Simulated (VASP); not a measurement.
# TeO in VASP: single point with PBE

Aim: the single point of TeO with PBE.

All numbers are computed with VASP 6.6.1; they aren't measurements. Logs are shortened: lines on timing, memory, paths and dates and some standing lists are left out, and cuts for length are marked.

### 1 The cell of the first run

The typed cell holds 8 atoms: a = 7.068 Å, b = 7.068 Å, c = 7.068 Å, α = 60.00°, β = 60.00°, γ = 60.00°.

The cell was generated, and may not be a known phase.

### 2 Single point, PBE

Contents of INCAR:

```
SYSTEM = TeO
  ALGO = Normal
  EDIFF = 1E-6
  ENCUT = 600
  GGA = PE
  GGA_COMPAT = .FALSE.
  ISIF = 2
  ISMEAR = 0
  LASPH = .TRUE.
  LCHARG = .FALSE.
  LREAL = .FALSE.
  LWAVE = .FALSE.
  NBANDS = 34
  NELM = 120
  PREC = Accurate
  SIGMA = 0.2
```

Contents of KPOINTS:

```
k-points
0
G
  3 3 3
  0 0 0
```

Contents of POSCAR:

```
TeO
1.0
    0.0000000000      4.9978032954      4.9978032954
    4.9978032954      0.0000000000      4.9978032954
    4.9978032954      4.9978032954      0.0000000000
Te O
4 4
Direct
    0.6250040509      0.6250040509      0.6250040509
    0.6250040509      0.6250040509      0.1249878473
    0.6250040509      0.1249878473      0.6250040509
    0.1249878473      0.6250040509      0.6250040509
    0.2500000000      0.2500000000      0.2500000000
    0.5000000000      0.5000000000      0.5000000000
    0.0000000000      0.0000000000      0.0000000000
    0.7500000000      0.7500000000      0.7500000000
```

Potentials or basis: VASP PAW PBE potentials, release 64 (Te, O).

Launch:

```console
$ cat potpaw_PBE.64/Te/POTCAR potpaw_PBE.64/O/POTCAR > POTCAR
$ mpirun -np 1 vasp_std > vasp.out
```

OUTCAR:

```text
SYSTEM = TeO
   EDIFF = 1E-6
   ENCUT = 600
   GGA = PE
   ISIF = 2
   ISMEAR = 0
   LASPH = .TRUE.
   LREAL = .FALSE.
   NELM = 120
   PREC = Accurate

 ion  position               nearest neighbor table
   1  0.625  0.625  0.625-   8 2.16   6 2.16   4 3.53   2 3.53   3 3.53   2 3.53   3 3.53   4 3.53

   2  0.625  0.625  0.125-   8 2.16   6 2.16   4 3.53   1 3.53   3 3.53   1 3.53   3 3.53   4 3.53

   3  0.625  0.125  0.625-   8 2.16   6 2.16   4 3.53   1 3.53   2 3.53   2 3.53   1 3.53   4 3.53

   4  0.125  0.625  0.625-   8 2.16   6 2.16   3 3.53   1 3.53   2 3.53   3 3.53   1 3.53   2 3.53

   5  0.250  0.250  0.250-
   6  0.500  0.500  0.500-   2 2.16   3 2.16   4 2.16   1 2.16
   7  0.000  0.000  0.000-
   8  0.750  0.750  0.750-   1 2.16   2 2.16   3 2.16   4 2.16

  LATTYP: Found a face centered cubic cell.
 ALAT       =     9.9956065908

  Lattice vectors:

 A1 = (   0.0000000000,   4.9978032954,   4.9978032954)
 A2 = (   4.9978032954,   0.0000000000,   4.9978032954)
 A3 = (   4.9978032954,   4.9978032954,   0.0000000000)

Analysis of symmetry for initial positions (statically):
=====================================================================
 Subroutine PRICEL returns:
 Original cell was already a primitive cell.

 Routine SETGRP: Setting up the symmetry group for a
 face centered cubic supercell.

 Subroutine GETGRP returns: Found 24 space group operations
 (whereof 24 operations were pure point group operations)
 out of a pool of 48 trial point group operations.

The static configuration has the point symmetry T_d .

Analysis of symmetry for dynamics (positions and initial velocities):
=====================================================================
 Subroutine PRICEL returns:
 Original cell was already a primitive cell.

 Routine SETGRP: Setting up the symmetry group for a
 face centered cubic supercell.

 Subroutine GETGRP returns: Found 24 space group operations
 (whereof 24 operations were pure point group operations)
 out of a pool of 48 trial point group operations.

The dynamic configuration has the point symmetry T_d .

 Subroutine INISYM returns: Found 24 space group operations
 (whereof 24 operations are pure point group operations),
 and found     1 'primitive' translations

----------------------------------------------------------------------------------------

                                     Primitive cell

  volume of cell :     249.6706

  direct lattice vectors                    reciprocal lattice vectors
     0.000000000  4.997803295  4.997803295    -0.100043953  0.100043953  0.100043953
     4.997803295  0.000000000  4.997803295     0.100043953 -0.100043953  0.100043953
     4.997803295  4.997803295  0.000000000     0.100043953  0.100043953 -0.100043953

  length of vectors
     7.067961202  7.067961202  7.067961202     0.173281210  0.173281210  0.173281210

  position of ions in fractional coordinates (direct lattice)
     0.625004051  0.625004051  0.625004051
     0.625004051  0.625004051  0.124987847
     0.625004051  0.124987847  0.625004051
     0.124987847  0.625004051  0.625004051
     0.250000000  0.250000000  0.250000000
     0.500000000  0.500000000  0.500000000
     0.000000000  0.000000000  0.000000000
     0.750000000  0.750000000  0.750000000

  ion indices of the primitive-cell ions
   primitive index   ion index
                 1           1
                 2           2
                 3           3
                 4           4
                 5           5
                 6           6
                 7           7
                 8           8

----------------------------------------------------------------------------------------

 KPOINTS: k-points

Automatic generation of k-mesh.
 Grid dimensions read from file:
 generate k-points for:    3    3    3

 Generating k-lattice:

  Cartesian coordinates                     Fractional coordinates (reciprocal lattice)
    -0.033347984  0.033347984  0.033347984     0.333333333  0.000000000  0.000000000
     0.033347984 -0.033347984  0.033347984     0.000000000  0.333333333  0.000000000
     0.033347984  0.033347984 -0.033347984     0.000000000  0.000000000  0.333333333

  Length of vectors
     0.057760403  0.057760403  0.057760403

  Shift w.r.t. Gamma in fractional coordinates (k-lattice)
     0.000000000  0.000000000  0.000000000

 Subroutine IBZKPT returns following result:
 ===========================================

 Found      4 irreducible k-points:

 Following reciprocal coordinates:
            Coordinates               Weight
  0.000000  0.000000  0.000000      1.000000
  0.333333  0.000000  0.000000      8.000000
  0.333333  0.333333  0.000000      6.000000
 -0.333333  0.333333  0.000000     12.000000
   k-points           NKPTS =      4   k-points in BZ     NKDIM =      4   number of bands    NBANDS=     34
   number of dos      NEDOS =    301   number of ions     NIONS =      8
   total plane-waves  NPLWV = 175616
   dimension x,y,z NGX =    56 NGY =   56 NGZ =   56
   dimension x,y,z NGXF=   112 NGYF=  112 NGZF=  112
   ions per type =               4   4
   NGX,Y,Z   is equivalent  to a cutoff of  13.17, 13.17, 13.17 a.u.
   NGXF,Y,Z  is equivalent  to a cutoff of  26.34, 26.34, 26.34 a.u.
 SYSTEM =  TeO
   PREC   = accura    normal or accurate (medium, high low for compatibility)
   ISTART =      0    job   : 0-new  1-cont  2-samecut
   ICHARG =      2    charge: 1-file 2-atom 10-const
   ISPIN  =      1    spin polarized calculation?
   LNONCOLLINEAR =      F non collinear calculations
   LSORBIT =      F    spin-orbit coupling
   LASPH  =      T    aspherical Exc in radial PAW
   ENCUT  =  600.0 eV  44.10 Ry    6.64 a.u.  14.12 14.12 14.12*2*pi/ulx,y,z
   NELM   =    120;   NELMIN=  2; NELMDL= -5     # of ELM steps
   EDIFF  = 0.1E-05   stopping-criterion for ELM
   LREAL  =      F    real-space projection
   EDIFFG = 0.1E-04   stopping-criterion for IOM
   NSW    =      0    number of steps for IOM
   IBRION =     -1    ionic relax: 0-MD 1-quasi-New 2-CG
   NFREE  =      0    steps in history (QN), initial steepest desc. (CG)
   ISIF   =      2    stress and relaxation
   ISYM   =      2    0-nonsym 1-usesym 2-fastsym
   POTIM  = 0.5000    time-step for ionic-motion
   TEBEG  =    0.0;   TEEND  =   0.0 temperature during run
   PSTRESS=    0.0 pullay stress
   NELECT =      48.0000    total number of electrons
   NUPDOWN=      -1.0000    fix difference up-down
   EMIN   =  10.00;   EMAX   =-10.00  energy-range for DOS
   EFERMI =   0.00;   METHOD = LEGACY
   ISMEAR =     0;   SIGMA  =   0.20  broadening in eV -4-tet -1-fermi 0-gaus
   EFERMI_NEDOS =   21; number of points for ismear=-14 and -15
   IALGO  =     38    algorithm
   IMIX   =      4    mixing-type and parameters
     AMIX     =   0.40;   BMIX     =  1.00
     AMIX_MAG =   1.60;   BMIX_MAG =  1.00
  volume/ion in A,a.u.               =      31.21       210.61
  Fermi-wavevector in a.u.,A,eV,Ry     =   0.944857  1.785521 12.146666  0.892755
  Thomas-Fermi vector in A             =   2.072702
   LORBIT       =      0    0 simple, 1 ext, 2 COOP (PROOUT), +10 PAW based schemes
   GGA     = PE    functional components
   LHFCALC =     F    Hartree Fock is set to
   AEXX    =    0.0000 exact exchange contribution
   IVDW    =     0    specifies the selected vdW correction
   LEPSILON=     F    determine dielectric tensor
   LRPA    =     F    only Hartree local field effects (RPA)
 non-spin polarized calculation
 Gauss-broadening in eV      SIGMA  =   0.20
  energy-cutoff  :      600.00
  volume of cell :      249.67
 maximum number of plane-waves:      8363
   NGX = 29   NGY = 29   NGZ = 29

 number of electron      48.0000001 magnetization

 Free energy of the ion-electron system (eV)
  ---------------------------------------------------
  ext. energy  EPLUGINS =         0.00000000
  ---------------------------------------------------
  free energy    TOTEN  =       -24.33057276 eV

  energy without entropy =      -23.83449160  energy(sigma->0) =      -24.08253218

 E-fermi :   0.9129     XC(G=0):  -7.5658

 val. band max:        0.8342077037   @ k =  -0.3333   0.3333   0.0000
 cond. band min:       0.9283582885   @ k =   0.3333   0.0000   0.0000
 fundamental gap:      0.0941505849
 Fermi energy:         0.9128793506

 k-point     1 :       0.0000    0.0000    0.0000
  band No.  band energies     occupation
      1     -19.5751      2.00000
      2     -19.3804      2.00000
      3     -14.0394      2.00000
      4     -14.0183      2.00000
      5     -10.3342      2.00000
      6     -10.3342      2.00000
[... 26 lines left out ...]
     33       6.3795      0.00000
     34       7.4844      0.00000

 k-point     2 :       0.3333    0.0000    0.0000
  band No.  band energies     occupation
      1     -19.5429      2.00000
      2     -19.4141      2.00000
      3     -14.0359      2.00000
      4     -14.0217      2.00000
      5     -10.3552      2.00000
      6     -10.3552      2.00000
[... 26 lines left out ...]
     33       6.9461      0.00000
     34       7.5762      0.00000

 k-point     3 :       0.3333    0.3333    0.0000
  band No.  band energies     occupation
      1     -19.5274      2.00000
      2     -19.4301      2.00000
      3     -14.0341      2.00000
      4     -14.0234      2.00000
      5     -10.3772      2.00000
      6     -10.3772      2.00000
[... 26 lines left out ...]
     33       7.5883      0.00000
     34       7.6373      0.00000

 k-point     4 :      -0.3333    0.3333    0.0000
  band No.  band energies     occupation
      1     -19.5033      2.00000
      2     -19.4546      2.00000
      3     -14.0314      2.00000
      4     -14.0260      2.00000
      5     -10.3940      2.00000
      6     -10.3764      2.00000
[... 26 lines left out ...]
     33       7.4529      0.00000
     34       7.9792      0.00000

------------------------ aborting loop because EDIFF is reached ----------------------------------------

  FORCE on cell =-STRESS in cart. coord.  units (eV):
  Direction    XX          YY          ZZ          XY          YZ          ZX
  --------------------------------------------------------------------------------------
  -------------------------------------------------------------------------------------
  Total        0.0752283      0.0752283      0.0752283     -0.0000000     -0.0000000     -0.0000000
  in kB        0.4827520      0.4827520      0.4827520     -0.0000000     -0.0000000     -0.0000000
  external PRESSURE =       0.4827520 kB  Pullay stress =       0.0000000 kB

 VOLUME and BASIS-vectors are now :
 -----------------------------------------------------------------------------
  energy-cutoff  :      600.00
  volume of cell :      249.67
      direct lattice vectors                 reciprocal lattice vectors
     0.000000000  4.997803295  4.997803295    -0.100043953  0.100043953  0.100043953
     4.997803295  0.000000000  4.997803295     0.100043953 -0.100043953  0.100043953
     4.997803295  4.997803295  0.000000000     0.100043953  0.100043953 -0.100043953

 POSITION                                       TOTAL-FORCE (eV/Angst)
 -----------------------------------------------------------------------------------
      6.24729      6.24729      6.24729        -0.000678     -0.000678     -0.000678
      3.74831      3.74831      6.24729         0.000678      0.000678     -0.000678
      3.74831      6.24729      3.74831         0.000678     -0.000678      0.000678
      6.24729      3.74831      3.74831        -0.000678      0.000678      0.000678
      2.49890      2.49890      2.49890        -0.000000     -0.000000     -0.000000
      4.99780      4.99780      4.99780        -0.000000     -0.000000     -0.000000
      0.00000      0.00000      0.00000        -0.000000     -0.000000     -0.000000
      7.49670      7.49670      7.49670        -0.000000     -0.000000     -0.000000
 -----------------------------------------------------------------------------------
    total drift:                                0.000000      0.000000      0.000000

  FREE ENERGIE OF THE ION-ELECTRON SYSTEM (eV)
  ---------------------------------------------------
  free  energy   TOTEN  =       -24.3305727600 eV

  energy  without entropy=      -23.8344915955  energy(sigma->0) =      -24.08253218
```

Wall time 50 s (1 thread of Intel Xeon 6975P-C (Granite Rapids), shared host); peak memory 0.42 GiB.

Results:

```yaml
Free_energy: -24.3306 eV
Pressure: 0.0 GPa
Band_gap_on_the_k_mesh: zero (bands 24 and 25 overlap by 0.05 eV)
```

Caveat: the k points lie up to 0.36 Å⁻¹ apart; spin-orbit coupling is left out, which moves the levels of the heavy elements.

The gap in the log of VASP goes by the Fermi energy; the results here count the filled bands.